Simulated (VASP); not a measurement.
# BiPt (P6_3/mmc) in VASP: further runs, part 3 of 3

VASP 6.6.1.

## (5) Electric field gradients, LDA (equal xx and yy strain of -2 %)

INCAR

```
  PREC = Accurate
  ENCUT = 520
  EDIFF = 1E-8
  ISMEAR = -1
  SIGMA = 0.05
  LREAL = F
  LASPH = T
  NELM = 100
  ALGO = Normal
  ISIF = 2
  LWAVE = F
  LCHARG = F
  GGA = CA
  LEFG = T
  NBANDS = 33
```

KPOINTS

```
Automatic mesh
0
Gamma
  9 9 6
```

POSCAR

```
BiPt
1.0
    4.2287001624      0.0000000000      0.0000000000
   -2.1143500812      3.6621617656      0.0000000000
    0.0000000000      0.0000000000      5.4900000000
Bi Pt
2 2
Direct
    0.3333333333      0.6666666667      0.2500000000
    0.6666666667      0.3333333333      0.7500000000
    0.0000000000      0.0000000000      0.0000000000
    0.0000000000      0.0000000000      0.5000000000
```

Potentials or basis: VASP PAW LDA potentials, release 64 (Bi_d, Pt).

Command:

```bash
cat potpaw_LDA.64/Bi_d/POTCAR potpaw_LDA.64/Pt/POTCAR > POTCAR
mpirun -np 1 vasp_std > vasp.out
```

OUTCAR:

```text
PREC = Accurate
   ENCUT = 520
   EDIFF = 1E-8
   ISMEAR = -1
   LREAL = F
   LASPH = T
   NELM = 100
   ISIF = 2
   GGA = CA

 ion  position               nearest neighbor table
   1  0.333  0.667  0.250-   3 2.80   4 2.80   3 2.80   4 2.80   3 2.80   4 2.80   2 3.67   2 3.67
                             2 3.67   2 3.67   2 3.67   2 3.67
   2  0.667  0.333  0.750-   3 2.80   4 2.80   3 2.80   4 2.80   3 2.80   4 2.80   1 3.67   1 3.67
                             1 3.67   1 3.67   1 3.67   1 3.67
   3  0.000  0.000  0.000-   4 2.75   4 2.75   1 2.80   2 2.80   1 2.80   2 2.80   2 2.80   1 2.80

   4  0.000  0.000  0.500-   3 2.75   3 2.75   1 2.80   2 2.80   1 2.80   2 2.80   2 2.80   1 2.80

  LATTYP: Found a hexagonal cell.
 ALAT       =     4.2287001624
 C/A-ratio  =     1.2982712865

  Lattice vectors:

 A1 = (   4.2287001624,   0.0000000000,   0.0000000000)
 A2 = (  -2.1143500812,   3.6621617656,   0.0000000000)
 A3 = (   0.0000000000,   0.0000000000,   5.4900000000)

Analysis of symmetry for initial positions (statically):
=====================================================================
 Subroutine PRICEL returns:
 Original cell was already a primitive cell.

 Routine SETGRP: Setting up the symmetry group for a
 hexagonal supercell.

 Subroutine GETGRP returns: Found 24 space group operations
 (whereof 12 operations were pure point group operations)
 out of a pool of 24 trial point group operations.

The static configuration has the point symmetry D_3d.
 The point group associated with its full space group is D_6h.

Analysis of symmetry for dynamics (positions and initial velocities):
=====================================================================
[... 1037 lines left out ...]

  FORCE on cell =-STRESS in cart. coord.  units (eV):
  Direction    XX          YY          ZZ          XY          YZ          ZX
  --------------------------------------------------------------------------------------
  -------------------------------------------------------------------------------------
  Total        3.5924873      3.5924873      2.1691034     -0.0000000      0.0000000      0.0000000
  in kB       67.7000606     67.7000606     40.8765354     -0.0000000      0.0000000      0.0000000
  external PRESSURE =      58.7588855 kB  Pullay stress =       0.0000000 kB

 VOLUME and BASIS-vectors are now :
 -----------------------------------------------------------------------------
  energy-cutoff  :      520.00
  volume of cell :       85.02
      direct lattice vectors                 reciprocal lattice vectors
     4.228700162  0.000000000  0.000000000     0.236479287  0.136531380  0.000000000
    -2.114350081  3.662161766  0.000000000     0.000000000  0.273062760  0.000000000
     0.000000000  0.000000000  5.490000000     0.000000000  0.000000000  0.182149362

 POSITION                                       TOTAL-FORCE (eV/Angst)
 -----------------------------------------------------------------------------------
     -0.00000      2.44144      1.37250        -0.000000     -0.000000      0.000000
      2.11435      1.22072      4.11750         0.000000      0.000000      0.000000
      0.00000      0.00000      0.00000         0.000000     -0.000000      0.000000
      0.00000      0.00000      2.74500         0.000000     -0.000000      0.000000
 -----------------------------------------------------------------------------------
    total drift:                               -0.000000      0.000000     -0.000000

  FREE ENERGIE OF THE ION-ELECTRON SYSTEM (eV)
  ---------------------------------------------------
  free  energy   TOTEN  =       -25.1326122451 eV

  energy  without entropy=      -25.1141388044  energy(sigma->0) =      -25.12337552

 Electric field gradients (V/A^2)
---------------------------------------------------------------------
 ion       V_xx      V_yy      V_zz      V_xy      V_xz      V_yz
---------------------------------------------------------------------
   1      -7.131    -7.130    14.260     0.001     0.000    -0.000
   2      -7.131    -7.130    14.260     0.001    -0.000     0.000
   3      78.949    78.948  -157.897    -0.000    -0.000     0.000
   4      78.949    78.948  -157.897    -0.000     0.000    -0.000
---------------------------------------------------------------------

 Electric field gradients after diagonalization (V/A^2)
 (convention: |V_zz| > |V_xx| > |V_yy|)
----------------------------------------------------------------------
 ion       V_xx      V_yy      V_zz     asymmetry (V_yy - V_xx)/ V_zz
----------------------------------------------------------------------
   1      -7.131    -7.129    14.260       0.000
   2      -7.131    -7.129    14.260       0.000
   3      78.949    78.948  -157.897       0.000
   4      78.949    78.948  -157.897       0.000
----------------------------------------------------------------------

           NMR quadrupolar parameters

 Cq : quadrupolar parameter    Cq=e*Q*V_zz/h
 eta: asymmetry parameters     (V_yy - V_xx)/ V_zz
 Q  : nuclear electric quadrupole moment in mb (millibarn)
----------------------------------------------------------------------
 ion       Cq(MHz)       eta       Q (mb)
----------------------------------------------------------------------
   1       0.034       0.000       1.000
   2       0.034       0.000       1.000
   3      -0.382       0.000       1.000
   4      -0.382       0.000       1.000
----------------------------------------------------------------------
```

OSZICAR:

```text
N       E                     dE             d eps       ncg     rms          rms(c)
DAV:   1     0.546781241082E+03    0.54678E+03   -0.25134E+04  3178   0.185E+03
DAV:   2     0.319065687435E+02   -0.51487E+03   -0.49233E+03  3248   0.505E+02
DAV:   3    -0.234067606166E+02   -0.55313E+02   -0.52913E+02  3649   0.166E+02
DAV:   4    -0.255495345303E+02   -0.21428E+01   -0.21253E+01  3661   0.338E+01
DAV:   5    -0.256423953705E+02   -0.92861E-01   -0.92841E-01  4556   0.690E+00    0.119E+01
DAV:   6    -0.252552742900E+02    0.38712E+00   -0.91346E-01  3525   0.633E+00    0.631E+00
DAV:   7    -0.251549922748E+02    0.10028E+00   -0.14455E-01  4043   0.361E+00    0.259E+00
DAV:   8    -0.251334540411E+02    0.21538E-01   -0.65058E-02  3756   0.157E+00    0.372E-01
DAV:   9    -0.251327566368E+02    0.69740E-03   -0.68730E-03  4364   0.878E-01    0.120E-01
DAV:  10    -0.251326100190E+02    0.14662E-03   -0.50656E-04  4151   0.246E-01    0.309E-02
DAV:  11    -0.251326122980E+02   -0.22790E-05   -0.42272E-05  3952   0.407E-02    0.541E-03
DAV:  12    -0.251326121549E+02    0.14313E-06   -0.31960E-06  4001   0.137E-02    0.267E-03
DAV:  13    -0.251326122504E+02   -0.95560E-07   -0.29541E-07  4145   0.491E-03    0.104E-03
DAV:  14    -0.251326122451E+02    0.53051E-08   -0.17349E-08  2721   0.138E-03
   1 F= -.25132612E+02 E0= -.25123376E+02  d E =-.184734E-01
```

It took 3.1 min on 1 thread of Oxide Virtual Turin-like, shared host; peak memory 0.21 GiB.

What came out:

* Free energy: -25.1326 eV
* Pressure: 5.9 GPa
* Band gap on the k mesh: zero (bands 25 and 26 overlap by 4.24 eV)
* Largest electric field gradient by atom: Bi +14.3; Pt -157.9 V/Å²

Stress tensor (GPa, compression positive):
```
6.77 0.00 0.00
0.00 6.77 0.00
0.00 0.00 4.09
```

Electric field gradients, principal values (V/Å²):
```csv
atom,least,middle,greatest (by size)
1 Bi,-7.129,-7.131,14.260
2 Bi,-7.129,-7.131,14.260
3 Pt,78.948,78.949,-157.897
4 Pt,78.948,78.949,-157.897
```

Caveat: the cell differs from its parent crystal (equal xx and yy strain of -2 %); the cell stands under pressure; without QUAD_EFG the Cq values of the log hold for a quadrupole moment of 1 mb, not for the nuclei; spin-orbit coupling is left out, which moves the levels of the heavy elements.

## (6) Electric field gradients, LDA (equal xx and yy strain of -2 %)

INCAR

```
SYSTEM = BiPt
PREC = Accurate
ENCUT = 520
EDIFF = 1E-8
ISMEAR = -1
SIGMA = 0.05
LREAL = .FALSE.
LASPH = .TRUE.
NELM = 60
ALGO = Normal
ISIF = 2
LWAVE = .FALSE.
LCHARG = .FALSE.
GGA = CA
LEFG = .TRUE.
NBANDS = 33
```

KPOINTS

```
Automatic mesh
0
G
  9 9 6
  0 0 0
```

POSCAR is that of step 5.

Potentials or basis: VASP PAW LDA potentials, release 64 (Bi_d, Pt).

Command:

```bash
cat potpaw_LDA.64/Bi_d/POTCAR potpaw_LDA.64/Pt/POTCAR > POTCAR
mpirun -np 1 vasp_std > vasp.out
```

OUTCAR:

```text
SYSTEM = BiPt
   PREC = Accurate
   ENCUT = 520
   EDIFF = 1E-8
   ISMEAR = -1
   LREAL = .FALSE.
   LASPH = .TRUE.
   NELM = 60
   ISIF = 2
   GGA = CA

 ion  position               nearest neighbor table
   1  0.333  0.667  0.250-   3 2.80   4 2.80   3 2.80   4 2.80   3 2.80   4 2.80   2 3.67   2 3.67
                             2 3.67   2 3.67   2 3.67   2 3.67
   2  0.667  0.333  0.750-   3 2.80   4 2.80   3 2.80   4 2.80   3 2.80   4 2.80   1 3.67   1 3.67
                             1 3.67   1 3.67   1 3.67   1 3.67
   3  0.000  0.000  0.000-   4 2.75   4 2.75   1 2.80   2 2.80   1 2.80   2 2.80   2 2.80   1 2.80

   4  0.000  0.000  0.500-   3 2.75   3 2.75   1 2.80   2 2.80   1 2.80   2 2.80   2 2.80   1 2.80

  LATTYP: Found a hexagonal cell.
 ALAT       =     4.2287001624
 C/A-ratio  =     1.2982712865

  Lattice vectors:

 A1 = (   4.2287001624,   0.0000000000,   0.0000000000)
 A2 = (  -2.1143500812,   3.6621617656,   0.0000000000)
 A3 = (   0.0000000000,   0.0000000000,   5.4900000000)

Analysis of symmetry for initial positions (statically):
=====================================================================
 Subroutine PRICEL returns:
[... 1073 lines left out ...]
      0.00000      0.00000      0.00000         0.000000     -0.000000      0.000000
      0.00000      0.00000      2.74500         0.000000     -0.000000      0.000000
 -----------------------------------------------------------------------------------
    total drift:                               -0.000000      0.000000     -0.000000

  FREE ENERGIE OF THE ION-ELECTRON SYSTEM (eV)
  ---------------------------------------------------
  free  energy   TOTEN  =       -25.1326122451 eV

  energy  without entropy=      -25.1141388044  energy(sigma->0) =      -25.12337552

 Electric field gradients (V/A^2)
---------------------------------------------------------------------
 ion       V_xx      V_yy      V_zz      V_xy      V_xz      V_yz
---------------------------------------------------------------------
   1      -7.131    -7.130    14.260     0.001     0.000    -0.000
   2      -7.131    -7.130    14.260     0.001    -0.000     0.000
   3      78.949    78.948  -157.897    -0.000    -0.000     0.000
   4      78.949    78.948  -157.897    -0.000     0.000    -0.000
---------------------------------------------------------------------

 Electric field gradients after diagonalization (V/A^2)
 (convention: |V_zz| > |V_xx| > |V_yy|)
----------------------------------------------------------------------
 ion       V_xx      V_yy      V_zz     asymmetry (V_yy - V_xx)/ V_zz
----------------------------------------------------------------------
   1      -7.131    -7.129    14.260       0.000
   2      -7.131    -7.129    14.260       0.000
   3      78.949    78.948  -157.897       0.000
   4      78.949    78.948  -157.897       0.000
----------------------------------------------------------------------

           NMR quadrupolar parameters

 Cq : quadrupolar parameter    Cq=e*Q*V_zz/h
 eta: asymmetry parameters     (V_yy - V_xx)/ V_zz
 Q  : nuclear electric quadrupole moment in mb (millibarn)
----------------------------------------------------------------------
 ion       Cq(MHz)       eta       Q (mb)
----------------------------------------------------------------------
   1       0.034       0.000       1.000
   2       0.034       0.000       1.000
   3      -0.382       0.000       1.000
   4      -0.382       0.000       1.000
----------------------------------------------------------------------
```

OSZICAR:

```text
N       E                     dE             d eps       ncg     rms          rms(c)
DAV:   1     0.546781241082E+03    0.54678E+03   -0.25134E+04  3178   0.185E+03
DAV:   2     0.319065687435E+02   -0.51487E+03   -0.49233E+03  3248   0.505E+02
DAV:   3    -0.234067606166E+02   -0.55313E+02   -0.52913E+02  3649   0.166E+02
DAV:   4    -0.255495345303E+02   -0.21428E+01   -0.21253E+01  3661   0.338E+01
DAV:   5    -0.256423953705E+02   -0.92861E-01   -0.92841E-01  4556   0.690E+00    0.119E+01
DAV:   6    -0.252552742900E+02    0.38712E+00   -0.91346E-01  3525   0.633E+00    0.631E+00
DAV:   7    -0.251549922748E+02    0.10028E+00   -0.14455E-01  4043   0.361E+00    0.259E+00
DAV:   8    -0.251334540411E+02    0.21538E-01   -0.65058E-02  3756   0.157E+00    0.372E-01
DAV:   9    -0.251327566368E+02    0.69740E-03   -0.68730E-03  4364   0.878E-01    0.120E-01
DAV:  10    -0.251326100190E+02    0.14662E-03   -0.50656E-04  4151   0.246E-01    0.309E-02
DAV:  11    -0.251326122980E+02   -0.22790E-05   -0.42272E-05  3952   0.407E-02    0.541E-03
DAV:  12    -0.251326121549E+02    0.14313E-06   -0.31960E-06  4001   0.137E-02    0.267E-03
DAV:  13    -0.251326122504E+02   -0.95560E-07   -0.29541E-07  4145   0.491E-03    0.104E-03
DAV:  14    -0.251326122451E+02    0.53051E-08   -0.17349E-08  2721   0.138E-03
   1 F= -.25132612E+02 E0= -.25123376E+02  d E =-.184734E-01
```

Wall time 3.3 min (1 thread of Oxide Virtual Turin-like, shared host); peak memory 0.21 GiB.

What came out:

| Quantity | Value |
| --- | --- |
| Free energy | -25.1326 eV |
| Pressure | 5.9 GPa |
| Band gap on the k mesh | zero (bands 25 and 26 overlap by 4.24 eV) |
| Largest electric field gradient by atom | Bi +14.3; Pt -157.9 V/Å² |

Stress tensor (GPa, compression positive):
```
6.77 0.00 0.00
0.00 6.77 0.00
0.00 0.00 4.09
```

Levels at points of the mesh, in eV from the Fermi level:
| k point | band 22 | band 23 | band 24 | band 25 | band 26 | band 27 | band 28 | band 29 |
| --- | --- | --- | --- | --- | --- | --- | --- | --- |
| (0.00, 0.00, 0.00) | -1.92 | 0.34 | 0.34 | 0.96 | 2.37 | 2.40 | 2.94 | 3.82 |
| (0.00, 0.00, 0.50) | -3.34 | -1.61 | -1.61 | 2.63 | 2.63 | 2.63 | 2.63 | 5.25 |

Electric field gradients, principal values (V/Å²):
| atom | least | middle | greatest (by size) |
| --- | --- | --- | --- |
| 1 Bi | -7.129 | -7.131 | 14.260 |
| 2 Bi | -7.129 | -7.131 | 14.260 |
| 3 Pt | 78.948 | 78.949 | -157.897 |
| 4 Pt | 78.948 | 78.949 | -157.897 |

Caveat: the cell differs from its parent crystal (equal xx and yy strain of -2 %); the cell stands under pressure; without QUAD_EFG the Cq values of the log hold for a quadrupole moment of 1 mb, not for the nuclei; spin-orbit coupling is left out, which moves the levels of the heavy elements.

## (7) The runs side by side

```csv
potentials or basis,cell,cutoff (eV),gap on the mesh (eV),pressure (GPa)
"VASP PAW LDA potentials, release 64 (Bi_d, Pt_sv_GW)","a = 4.272, b = 4.272, c = 5.490 Å, angles 90.0, 90.0, 120.0°, 4 atoms",430,none,1.4
"VASP PAW LDA potentials, release 64 (Bi_d, Pt_sv_GW)","a = 4.400, b = 4.400, c = 5.598 Å, angles 90.0, 90.0, 120.0°, 4 atoms",430,none,-7.8
"VASP PAW LDA potentials, release 64 (Bi_d, Pt_sv_GW)","a = 4.372, b = 4.372, c = 5.562 Å, angles 90.0, 90.0, 120.0°, 4 atoms",430,none,-5.9
"VASP PAW LDA potentials, release 64 (Bi_d, Pt)","a = 4.229, b = 4.229, c = 5.490 Å, angles 90.0, 90.0, 120.0°, 4 atoms",520,none,5.9
```

Alike in all rows: task electric field gradients; level LDA; no spin polarisation; k mesh 9 × 9 × 6; smearing fermi-dirac 0.05 eV.

Caveats: spin-orbit coupling is left out, which moves the levels of the heavy elements; the cell stands under tension (at least some runs); the cell stands under pressure (at least some runs).

Total energies depend on the potentials used, so only differences within one code and one set of settings carry meaning.
